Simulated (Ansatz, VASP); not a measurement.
**Two plane-wave programs on YHg**

INCAR

```
SYSTEM = YHg
PREC = Accurate
ENCUT = 520
EDIFF = 1E-8
ISMEAR = -1
SIGMA = 0.08
LREAL = .FALSE.
LASPH = .TRUE.
NELM = 80
ALGO = Normal
ISIF = 2
LWAVE = .FALSE.
LCHARG = .FALSE.
GGA = CA
LEFG = .TRUE.
NBANDS = 18
```

The input KPOINTS:

```
Automatic mesh
0
G
  11 11 11
  0 0 0
```

Contents of POSCAR:

```
YHg
1.0
    3.6942326480      0.0000000000      0.0000000000
    0.0000000000      3.6942326480      0.0000000000
    0.0000000000      0.0000000000      3.6942326480
Y Hg
1 1
Direct
    0.5000000000      0.5000000000      0.5000000000
    0.0000000000      0.0000000000      0.0000000000
```

Input for Ansatz:

```yaml
crystal:
  lattice:
    - [3.694232648, 0.0, 0.0]
    - [0.0, 3.694232648, 0.0]
    - [0.0, 0.0, 3.694232648]
  atoms:
    - { symbol: "Y", position: [0.5, 0.5, 0.5] }
    - { symbol: Hg, position: [0.0, 0.0, 0.0] }
kpoints:
  mp_grid: { grid: [11, 11, 11] }
scf:
  occupations: { method: fermi_dirac, width: 0.08 }
hamiltonian:
  xc: lda
  pseudopotentials: { kind: paw }
output:
  forces: true
  stress: true
  eigenvalues: true
  efg: { contact_densities: true }
```

Change from the starting cell: volume scaled by 1.01, PAW files.

Alike in both runs: task electric field gradients; functional LDA; k mesh 11 × 11 × 11; occupations fermi-dirac, width 0.08 eV; no spin polarisation.

|  | VASP | Ansatz |
| --- | --- | --- |
| version | VASP 6.6.1 | Ansatz 0.2.0 |
| potentials or method | VASP PAW LDA potentials, release 64 (Y_sv, Hg) | PAW with Ansatz's default frozen-core files, scalar-relativistic |
| plane-wave cutoff (eV) | 520 | 420 |
| valence electrons in the cell | 23 | 31 |

Ansatz gave:

* pressure (GPa): -4.1

Question: What did VASP give for the same quantities?

Answer: Pressure (GPa): -3.9.

LDA's correlation is that of Perdew and Zunger in VASP and of Perdew and Wang (1992) in Ansatz. VASP's potentials hold 23 valence electrons a cell and Ansatz's 31, so a difference there can come from the potentials and not from the codes.

Neither program's run includes spin-orbit coupling.
